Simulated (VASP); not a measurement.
# Zn (P6_3/mmc) in VASP: notebook, part 2 of 2

VASP 6.6.1. Earlier steps stand in the parts before.

## Step 5: Single point, RPBE (15.91 Å³/atom)

This run uses another cell than the first one, of 15.91 Å³/atom.

Contents of INCAR:

```
SYSTEM = Zn
PREC = Accurate ; ENCUT = 520
EDIFF = 1E-6 ; ISMEAR = -1
SIGMA = 0.1 ; LREAL = .False.
LASPH = .True. ; NELM = 60
ALGO = Normal ; ISIF = 2
LWAVE = .False. ; LCHARG = .False.
GGA = RP ; NBANDS = 32
```

Contents of KPOINTS:

```
Automatic mesh
0
Gamma
  15 15 4
  0 0 0
```

Contents of POSCAR:

```
Zn
1.0
    2.6967774931      0.0000000000      0.0000000000
   -1.3483887465      2.3354778174      0.0000000000
    0.0000000000      0.0000000000     10.1053394489
Zn
4
Direct
    1.0000000000      0.0000000000      1.0000000000
    1.0000000000      1.0000000000      0.5000000000
    0.3333333333      0.6666666667      0.2500000000
    0.6666666667      0.3333333333      0.7500000000
```

Potentials or basis: VASP PAW PBE potentials, release 64 (Zn).

On the command line:

```
$ cat potpaw_PBE.64/Zn/POTCAR > POTCAR
$ mpirun -np 1 vasp_std > vasp.out
```

OUTCAR:

```text
SYSTEM = Zn
   PREC = Accurate
   ENCUT = 520
   EDIFF = 1E-6
   ISMEAR = -1
   LREAL = .False.
   LASPH = .True.
   NELM = 60
   ISIF = 2
   GGA = RP

 ion  position               nearest neighbor table
   1  0.000  0.000  0.000-   3 2.97   4 2.97   3 2.97   4 2.97   4 2.97   3 2.97
   2  0.000  0.000  0.500-   3 2.97   4 2.97   3 2.97   4 2.97   4 2.97   3 2.97
   3  0.333  0.667  0.250-   1 2.97   2 2.97   1 2.97   2 2.97   1 2.97   2 2.97
   4  0.667  0.333  0.750-   1 2.97   2 2.97   1 2.97   2 2.97   1 2.97   2 2.97

  LATTYP: Found a hexagonal cell.
 ALAT       =     2.6967774931
 C/A-ratio  =     3.7471906654

  Lattice vectors:

 A1 = (   2.6967774931,   0.0000000000,   0.0000000000)
 A2 = (  -1.3483887465,   2.3354778174,   0.0000000000)
 A3 = (   0.0000000000,   0.0000000000,  10.1053394489)

Analysis of symmetry for initial positions (statically):
=====================================================================
 Subroutine PRICEL returns:
 Original cell was already a primitive cell.

 Routine SETGRP: Setting up the symmetry group for a
 hexagonal supercell.

 Subroutine GETGRP returns: Found 24 space group operations
 (whereof 12 operations were pure point group operations)
[... 171 lines left out ...]

 val. band max:        2.9905890631   @ k =   0.4667   0.0667   0.0000
 cond. band min:       2.9975995365   @ k =   0.4000  -0.0000   0.0000
 fundamental gap:      0.0070104734
 Fermi energy:         2.9911105626

 k-point     1 :       0.0000    0.0000    0.0000
  band No.  band energies     occupation
      1      -7.0977      2.00000
      2      -5.9168      2.00000
      3      -5.9143      2.00000
      4      -5.4706      2.00000
      5      -4.8399      2.00000
      6      -4.6260      2.00000
[... 829 lines left out ...]
     31       8.2775      0.00000
     32       8.7080      0.00000

 [... further k-points ...]

------------------------ aborting loop because EDIFF is reached ----------------------------------------

  FORCE on cell =-STRESS in cart. coord.  units (eV):
  Direction    XX          YY          ZZ          XY          YZ          ZX
  --------------------------------------------------------------------------------------
  -------------------------------------------------------------------------------------
  Total       -0.1386812     -0.1386812      0.6768009     -0.0000000     -0.0000000      0.0000000
  in kB       -3.4910529     -3.4910529     17.0372608     -0.0000000     -0.0000000      0.0000000
  external PRESSURE =       3.3517183 kB  Pullay stress =       0.0000000 kB

 VOLUME and BASIS-vectors are now :
 -----------------------------------------------------------------------------
  energy-cutoff  :      520.00
  volume of cell :       63.65
      direct lattice vectors                 reciprocal lattice vectors
     2.696777493  0.000000000  0.000000000     0.370812943  0.214088953  0.000000000
    -1.348388746  2.335477817  0.000000000     0.000000000  0.428177905  0.000000000
     0.000000000  0.000000000 10.105339449     0.000000000  0.000000000  0.098957586

 POSITION                                       TOTAL-FORCE (eV/Angst)
 -----------------------------------------------------------------------------------
      0.00000      0.00000      0.00000        -0.000000      0.000000      0.000000
      0.00000      0.00000      5.05267        -0.000000      0.000000      0.000000
     -0.00000      1.55699      2.52633        -0.000000      0.000000     -0.000000
      1.34839      0.77849      7.57900         0.000000      0.000000      0.000000
 -----------------------------------------------------------------------------------
    total drift:                                0.000000     -0.000000     -0.000000

  FREE ENERGIE OF THE ION-ELECTRON SYSTEM (eV)
  ---------------------------------------------------
  free  energy   TOTEN  =        -2.9594299488 eV

  energy  without entropy=       -2.9289305597  energy(sigma->0) =       -2.94418025
```

stdout:

```text
POSCAR found type information on POSCAR Zn
 POSCAR found :  1 types and       4 ions
 scaLAPACK will be used
 -----------------------------------------------------------------------------
|                                                                             |
|                                                                             |
|     You enforced a specific xc type in the INCAR file but a different       |
|     I HOPE YOU KNOW WHAT YOU ARE DOING!                                     |
|                                                                             |
 -----------------------------------------------------------------------------

 LDA part: xc-table for (Slater+PW92), standard interpolation
 POSCAR, INCAR and KPOINTS ok, starting setup
 FFT: planning ... GRIDC
 FFT: planning ... GRID_SOFT
 FFT: planning ... GRID
 WAVECAR not read
 entering main loop
```

Run time: 52 s. Hardware: 1 thread of Intel Xeon 6975P-C (Granite Rapids), shared host; peak memory 0.25 GiB.

What came out:

```yaml
Free_energy: -2.9594 eV
Pressure: 0.3 GPa
Band_gap_on_the_k_mesh: zero (bands 24 and 25 overlap by 4.85 eV)
```

Caveat: the PAW data sets were made with another functional, which shifts forces and pressure a little.

## Step 6: Single point, RPBE (16.55 Å³/atom)

This run uses another cell than the first one, of 16.55 Å³/atom.

Contents of INCAR:

```
SYSTEM = Zn
  PREC = Accurate
  ENCUT = 520
  EDIFF = 1E-6
  ISMEAR = -1
  SIGMA = 0.1
  LREAL = .False.
  LASPH = .True.
  NELM = 80
  ALGO = Normal
  ISIF = 2
  LWAVE = .False.
  LCHARG = .False.
  GGA = RP
  NBANDS = 32
```

Contents of KPOINTS:

```
regular mesh
0
Gamma
  15 15 4
  0 0 0
```

Contents of POSCAR:

```
Zn
1.0
    2.7322654772      0.0000000000      0.0000000000
   -1.3661327386      2.3662113131      0.0000000000
    0.0000000000      0.0000000000     10.2383196914
Zn
4
Direct
    1.0000000000      0.0000000000      1.0000000000
    1.0000000000      1.0000000000      0.5000000000
    0.3333333333      0.6666666667      0.2500000000
    0.6666666667      0.3333333333      0.7500000000
```

Potentials or basis: VASP PAW PBE potentials, release 64 (Zn).

On the command line:

```
$ cat potpaw_PBE.64/Zn/POTCAR > POTCAR
$ mpirun -np 1 vasp_std > vasp.out
```

Wall time 52 s (1 thread of Intel Xeon 6975P-C (Granite Rapids), shared host); peak memory 0.25 GiB.

The run converged. Its results:

```yaml
Free_energy: -2.9465 eV
Pressure: -1.9 GPa
Band_gap_on_the_k_mesh: zero (bands 24 and 25 overlap by 4.84 eV)
```

Stress tensor (GPa, compression positive):
```
-2.73  0.00  0.00
 0.00 -2.73  0.00
 0.00  0.00 -0.24
```

Levels at points of the mesh, in eV from the Fermi level:
```tsv
k point	band 21	band 22	band 23	band 24	band 25	band 26	band 27	band 28
(0.00, 0.00, 0.00)	-7.09	-7.01	-7.01	-3.31	-3.20	4.15	4.15	12.58
(0.00, 0.00, 0.50)	-7.03	-7.03	-5.85	-5.85	0.11	0.11	8.75	8.75
```

Caveat: the PAW data sets were made with another functional, which shifts forces and pressure a little.

## Step 7: Single point, RPBE (17.18 Å³/atom)

This run uses another cell than the first one, of 17.18 Å³/atom.

Contents of INCAR:

```
  ALGO = Normal
  EDIFF = 1E-7
  ENCUT = 520
  GGA = RP
  ISIF = 2
  ISMEAR = -1
  LASPH = True
  LCHARG = False
  LREAL = False
  LWAVE = False
  NBANDS = 32
  NELM = 80
  PREC = Accurate
  SIGMA = 0.1
```

Contents of KPOINTS:

```
k-points
0
Gamma
  15 15 4
```

Contents of POSCAR:

```
Zn
1.0
    2.7668547881      0.0000000000      0.0000000000
   -1.3834273940      2.3961665351      0.0000000000
    0.0000000000      0.0000000000     10.3679324343
Zn
4
Direct
    1.0000000000      0.0000000000      1.0000000000
    1.0000000000      1.0000000000      0.5000000000
    0.3333333333      0.6666666667      0.2500000000
    0.6666666667      0.3333333333      0.7500000000
```

Potentials or basis: VASP PAW PBE potentials, release 64 (Zn).

On the command line:

```
$ cat potpaw_PBE.64/Zn/POTCAR > POTCAR
$ mpirun -np 1 vasp_std > vasp.out
```

OUTCAR:

```text
EDIFF = 1E-7
   ENCUT = 520
   GGA = RP
   ISIF = 2
   ISMEAR = -1
   LASPH = True
   LREAL = False
   NELM = 80
   PREC = Accurate

 ion  position               nearest neighbor table
   1  0.000  0.000  0.000-   3 3.04   4 3.04   3 3.04   4 3.04   4 3.04   3 3.04
   2  0.000  0.000  0.500-   3 3.04   4 3.04   3 3.04   4 3.04   4 3.04   3 3.04
   3  0.333  0.667  0.250-   1 3.04   2 3.04   1 3.04   2 3.04   1 3.04   2 3.04
   4  0.667  0.333  0.750-   1 3.04   2 3.04   1 3.04   2 3.04   1 3.04   2 3.04

[... 1042 lines left out ...]
  Direction    XX          YY          ZZ          XY          YZ          ZX
  --------------------------------------------------------------------------------------
  -------------------------------------------------------------------------------------
  Total       -1.9162297     -1.9162297     -0.7321802     -0.0000000     -0.0000000      0.0000000
  in kB      -44.6645152    -44.6645152    -17.0660507     -0.0000000     -0.0000000      0.0000000
  external PRESSURE =     -35.4650270 kB  Pullay stress =       0.0000000 kB

 VOLUME and BASIS-vectors are now :
 -----------------------------------------------------------------------------
  energy-cutoff  :      520.00
  volume of cell :       68.74
      direct lattice vectors                 reciprocal lattice vectors
     2.766854788  0.000000000  0.000000000     0.361421208  0.208666632  0.000000000
    -1.383427394  2.396166535  0.000000000     0.000000000  0.417333264  0.000000000
     0.000000000  0.000000000 10.367932434     0.000000000  0.000000000  0.096451246

 POSITION                                       TOTAL-FORCE (eV/Angst)
 -----------------------------------------------------------------------------------
      0.00000      0.00000      0.00000        -0.000000      0.000000      0.000000
      0.00000      0.00000      5.18397        -0.000000      0.000000      0.000000
     -0.00000      1.59744      2.59198         0.000000      0.000000      0.000000
      1.38343      0.79872      7.77595        -0.000000     -0.000000     -0.000000
 -----------------------------------------------------------------------------------
    total drift:                               -0.000000      0.000000     -0.000000

  FREE ENERGIE OF THE ION-ELECTRON SYSTEM (eV)
  ---------------------------------------------------
  free  energy   TOTEN  =        -2.9029224111 eV

  energy  without entropy=       -2.8661195490  energy(sigma->0) =       -2.88452098
```

stdout:

```text
POSCAR found type information on POSCAR Zn
 POSCAR found :  1 types and       4 ions
 scaLAPACK will be used
 -----------------------------------------------------------------------------
|                                                                             |
|                                                                             |
|     You enforced a specific xc type in the INCAR file but a different       |
|     I HOPE YOU KNOW WHAT YOU ARE DOING!                                     |
|                                                                             |
 -----------------------------------------------------------------------------

 LDA part: xc-table for (Slater+PW92), standard interpolation
 POSCAR, INCAR and KPOINTS ok, starting setup
 FFT: planning ... GRIDC
 FFT: planning ... GRID_SOFT
 FFT: planning ... GRID
 WAVECAR not read
 entering main loop
```

Run time: 71 s. Hardware: 1 thread of Intel Xeon 6975P-C (Granite Rapids), shared host; peak memory 0.27 GiB.

What came out:

- Free energy: -2.9029 eV
- Pressure: -3.5 GPa
- Band gap on the k mesh: zero (bands 24 and 25 overlap by 4.75 eV)

Stress tensor (GPa, compression positive):
```
-4.47  0.00  0.00
 0.00 -4.47  0.00
 0.00  0.00 -1.71
```

Levels at points of the mesh, in eV from the Fermi level:
```tsv
k point	band 22	band 23	band 24	band 25	band 26	band 27
(0.00, 0.00, 0.00)	-6.95	-6.95	-3.21	-3.13	4.05	4.05
(0.00, 0.00, 0.50)	-6.98	-5.71	-5.71	0.11	0.11	8.54
```

Caveat: the cell stands under tension; the PAW data sets were made with another functional, which shifts forces and pressure a little.

## Step 8: Overview

```csv
cell,gap on the mesh (eV),pressure (GPa)
"a = 2.584, b = 2.584, c = 9.684 Å, angles 90.0, 90.0, 120.0°, 4 atoms",none,11.6
"a = 2.623, b = 2.623, c = 9.828 Å, angles 90.0, 90.0, 120.0°, 4 atoms",none,6.9
"a = 2.660, b = 2.660, c = 9.969 Å, angles 90.0, 90.0, 120.0°, 4 atoms",none,3.2
"a = 2.697, b = 2.697, c = 10.105 Å, angles 90.0, 90.0, 120.0°, 4 atoms",none,0.3
"a = 2.732, b = 2.732, c = 10.238 Å, angles 90.0, 90.0, 120.0°, 4 atoms",none,-1.9
"a = 2.767, b = 2.767, c = 10.368 Å, angles 90.0, 90.0, 120.0°, 4 atoms",none,-3.5
```

Alike in all rows: task single point; level RPBE; potentials or basis VASP PAW PBE potentials, release 64 (Zn); no spin polarisation; k mesh 15 × 15 × 4; cutoff (eV) 520; smearing fermi-dirac 0.1 eV.

Caveats: the PAW data sets were made with another functional, which shifts forces and pressure a little; the cell stands under pressure (at least some runs); the cell stands under tension (at least some runs).

Absolute energies hang on the potentials; compare differences alone.
